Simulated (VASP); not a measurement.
Wanted: the native input for a VASP 6.6.1 run.

| Item | Value |
| --- | --- |
| Task | single point |
| Functional | RPBE |
| Potentials or basis | VASP PAW PBE potentials, release 64 (Cu, O) |
| Cutoff | 520 eV |
| k mesh | 9 × 9 × 5 |
| Occupations | fermi-dirac, width 0.05 eV |
| Spin | no spin polarisation |
| Dipole correction | no |
| Further INCAR settings | ALGO = Normal; EDIFF = 1e-07; NBANDS = 25 |

The structure of CuO lies in POSCAR:

```
CuO
1.0
    1.9776053960     -2.1390962088      0.0000000000
    1.9776053960      2.1390962088      0.0000000000
    0.0000000000      0.0000000000      5.1213234137
Cu O
2 2
Direct
    0.5000000000      0.0000000000      0.0000000000
    0.0000000000      0.5000000000      0.5000000000
    0.5000000000      0.5000000000      0.2500000000
    0.5000000000      0.5000000000      0.7500000000
```

One way to write it, as run:

INCAR

```
  PREC = Accurate
  ENCUT = 520
  EDIFF = 1E-7
  ISMEAR = -1
  SIGMA = 0.05
  LREAL = F
  LASPH = T
  NELM = 100
  ALGO = Normal
  ISIF = 2
  LWAVE = F
  LCHARG = F
  GGA = RP
  NBANDS = 25
```

KPOINTS

```
regular mesh
0
Gamma
  9 9 5
```

Potentials or basis: VASP PAW PBE potentials, release 64 (Cu, O).

Command:

```bash
$ cat potpaw_PBE.64/Cu/POTCAR potpaw_PBE.64/O/POTCAR > POTCAR
$ mpirun -np 1 vasp_std > vasp.out
```

Results of the run:

```json
{
  "Pressure": "10.8 GPa",
  "Band gap on the k mesh": "zero (bands 17 and 18 overlap by 0.86 eV)"
}
```

Caveat: the cell stands under pressure; the PAW data sets were made with another functional, which shifts forces and pressure a little; semilocal functionals often make such compounds metallic where correlation or magnetic order opens a gap, which also shifts bond lengths.

It took 56 s on 1 thread of Intel(R) Xeon(R) Platinum 8488C (Sapphire Rapids), on a shared host, peak memory 0.2 GiB.
